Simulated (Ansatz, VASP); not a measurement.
**ZnCd2Se3: VASP beside Ansatz**

File INCAR:

```
PREC = Accurate
ENCUT = 600
EDIFF = 1E-7
ISMEAR = 0
SIGMA = 0.1
LREAL = F
LASPH = T
NELM = 80
ALGO = Normal
ISIF = 3
LWAVE = F
LCHARG = F
GGA = PE
IBRION = 2
NSW = 90
EDIFFG = -0.04
```

KPOINTS

```
regular mesh
0
Gamma
  3 3 4
```

POSCAR

```
ZnCd2Se3
1.0
    6.5280730600      0.0000000000      0.0000000000
   -3.2640365300      5.6534771000      0.0000000000
    0.0000000000      0.0000000000      3.8270950200
Zn Cd Se
1 2 3
Direct
    0.0000000000      0.0000000000      0.5000000000
    0.6666666700      0.3333333300      0.5000000000
    0.3333333300      0.6666666700      0.5000000000
    0.0000000000      0.5000000000      0.0000000000
    0.5000000000      0.5000000000      0.0000000000
    0.5000000000      0.0000000000      0.0000000000
```

Input for Ansatz:

```yaml
crystal:
  lattice:
    - [6.52807306, 0.0, 0.0]
    - [-3.26403653, 5.6534771, 0.0]
    - [0.0, 0.0, 3.82709502]
  atoms:
    - { symbol: Zn, position: [0.0, 0.0, 0.5] }
    - { symbol: Cd, position: [0.66666667, 0.33333333, 0.5] }
    - { symbol: Cd, position: [0.33333333, 0.66666667, 0.5] }
    - { symbol: Se, position: [0.0, 0.5, 0.0] }
    - { symbol: Se, position: [0.5, 0.5, 0.0] }
    - { symbol: Se, position: [0.5, 0.0, 0.0] }
basis:
  ecutwfc: 420
kpoints:
  mp_grid: { grid: [3, 3, 4] }
hamiltonian:
  xc: pbe
scf:
  occupations: { method: gaussian, width: 0.1 }
  lower_state_search: "off"
output:
  forces: true
  stress: true
  eigenvalues: true
relax:
  adjacent_minimum: "off"
  f_tol: 0.04
  max_steps: 70
  cell: { stress_tol: 0.4 }
```

Change from the starting cell: species swapped into the DyB2Rh3 type (P6/mmm, No. 191).

Alike in both runs: task relaxation of cell and atoms; functional PBE; k mesh 3 × 3 × 4; occupations gaussian, width 0.1 eV; no spin polarisation.

```csv
,VASP,Ansatz
version,VASP 6.6.1,Ansatz 0.2.0
potentials or method,"VASP PAW PBE potentials, release 64 (Zn, Cd, Se), cutoff 600 eV","scalar-relativistic, plane waves, PAW"
valence electrons in the cell,54,100
```

Ansatz gave:

| Item | Value |
| --- | --- |
| gap on the k mesh at the Fermi level, each at its own relaxed structure (eV) | none |
| relaxed volume (Å³/atom) | 27.05 |
| relaxed cell length with the largest relative difference (Å) | 6.754 |

**Question.** Which values does VASP return?

**Answer.** gap on the k mesh at the Fermi level, each at its own relaxed structure (eV): none; relaxed volume (Å³/atom): 27.28; relaxed cell length with the largest relative difference (Å): 6.793.

A gap of «none» marks a metal or a gap that the smearing closes. VASP's potentials hold 54 valence electrons a cell and Ansatz's 100, so a difference there can come from the potentials and not from the codes.

The k mesh is coarse, so the values compare programs but aren't converged. Noted on VASP's run: the volume moved by over 15 % at a fixed basis, so the end points are rough.
